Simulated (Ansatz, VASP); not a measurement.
ZnS in VASP and in Ansatz

Contents of INCAR:

```
PREC = Accurate ; ENCUT = 520
EDIFF = 1E-7 ; ISMEAR = -1
SIGMA = 0.02 ; LREAL = F
LASPH = T ; NELM = 80
ALGO = Normal ; ISIF = 2
LWAVE = F ; LCHARG = F
GGA = PE ; NBANDS = 26
```

KPOINTS

```
Automatic mesh
0
Gamma
  12 12 6
```

File POSCAR:

```
ZnS
1.0
    3.8109987816      0.0000000000      0.0000000000
   -1.9054993908      3.3004217586      0.0000000000
    0.0000000000      0.0000000000      6.2340000000
Zn S
2 2
Direct
    0.3333333333      0.6666666667     -0.0481231954
    0.6666666667      0.3333333333      0.5000000000
    0.3333333333      0.6666666667      0.3850000000
    0.6666666667      0.3333333333      0.8850000000
```

Input for Ansatz:

```yaml
crystal:
  lattice:
    - [3.8109987816, 0.0, 0.0]
    - [-1.9054993908, 3.3004217586, 0.0]
    - [0.0, 0.0, 6.234]
  atoms:
    - { symbol: Zn, position: [0.3333333333, 0.6666666667, -0.0481231954] }
    - { symbol: Zn, position: [0.6666666667, 0.3333333333, 0.5] }
    - { symbol: S, position: [0.3333333333, 0.6666666667, 0.385] }
    - { symbol: S, position: [0.6666666667, 0.3333333333, 0.885] }
basis:
  ecutwfc: 420
kpoints:
  mp_grid: { grid: [12, 12, 6] }
hamiltonian:
  xc: pbe
scf:
  occupations: { method: fermi_dirac, width: 0.02 }
output:
  forces: true
  stress: true
  eigenvalues: true
```

Alike in both runs: task single point; functional PBE; k mesh 12 × 12 × 6; occupations fermi-dirac, width 0.02 eV; no spin polarisation.

|  | VASP | Ansatz |
| --- | --- | --- |
| version | VASP 6.6.1 | Ansatz 0.2.0 |
| potentials or method | VASP PAW PBE potentials, release 64 (Zn, S), cutoff 520 eV | scalar-relativistic, plane waves, PAW |
| valence electrons in the cell | 36 | 36 |

```tsv
	VASP	Ansatz	Ansatz less VASP
gap on the k mesh at the Fermi level (eV)	2.01	2.00	0.000
least direct gap on the mesh (eV)	2.01	2.00	0.000
pressure (GPa)	3.9	3.7	-0.16
traceless stress, the component that is largest in VASP (GPa)	-3.38	-3.31	+0.077
rms of the force components (eV/Å)	0.421	0.418	-0.0031
```

Atom by atom the forces differ by 0.004 eV/Å (rms over components). The functional is the same, so the differences come from potentials, cutoffs and numerics.
